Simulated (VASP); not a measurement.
Wanted: the native input for a VASP 6.6.1 run.

| Item | Value |
| --- | --- |
| Task | single point |
| Functional | PBEsol |
| Potentials or basis | VASP PAW PBE potentials, release 64 (Ga_d, As) |
| Cutoff | 500 eV |
| k mesh | 10 × 10 × 10 |
| Occupations | gaussian, width 0.01 eV |
| Spin | no spin polarisation |
| Dipole correction | no |
| Further INCAR settings | ALGO = Normal; EDIFF = 1e-06; NBANDS = 16 |

The structure of GaAs lies in POSCAR:

```
GaAs
1.0
    0.0000000000      2.7191670983      2.9265175732
    2.7191670983      0.0000000000      2.9265175732
    2.7191670983      2.7191670983      0.0000000000
Ga As
1 1
Direct
    0.0000000000      0.0000000000      0.0000000000
    0.2500000000      0.2500000000      0.2500000000
```

The input as run:

INCAR

```
SYSTEM = GaAs
  ALGO = Normal
  EDIFF = 1E-6
  ENCUT = 500
  GGA = PS
  GGA_COMPAT = .False.
  ISIF = 2
  ISMEAR = 0
  LASPH = .True.
  LCHARG = .True.
  LELF = .True.
  LREAL = .False.
  LVHAR = .True.
  LWAVE = .False.
  NBANDS = 16
  NELM = 120
  PREC = Accurate
  SIGMA = 0.01
```

KPOINTS

```
k-points
0
Gamma
  10 10 10
  0 0 0
```

Potentials or basis: VASP PAW PBE potentials, release 64 (Ga_d, As).

The run is started by

```sh
$ cat potpaw_PBE.64/Ga_d/POTCAR potpaw_PBE.64/As/POTCAR > POTCAR
$ mpirun -np 1 vasp_std > vasp.out
```

Results of the run:

| Property | Result |
| --- | --- |
| Pressure | 3.6 GPa |
| Band gap on the k mesh | 0.57 eV |

Caveat: the stress differs along the axes, from 0 to 5 GPa; semilocal functionals underestimate gaps, and a narrow one can read as zero; the PAW data sets were made with another functional, which shifts forces and pressure a little.

Wall time 2.1 min on 1 thread of Intel Xeon 8259CL (shared host), peak memory 0.18 GiB.
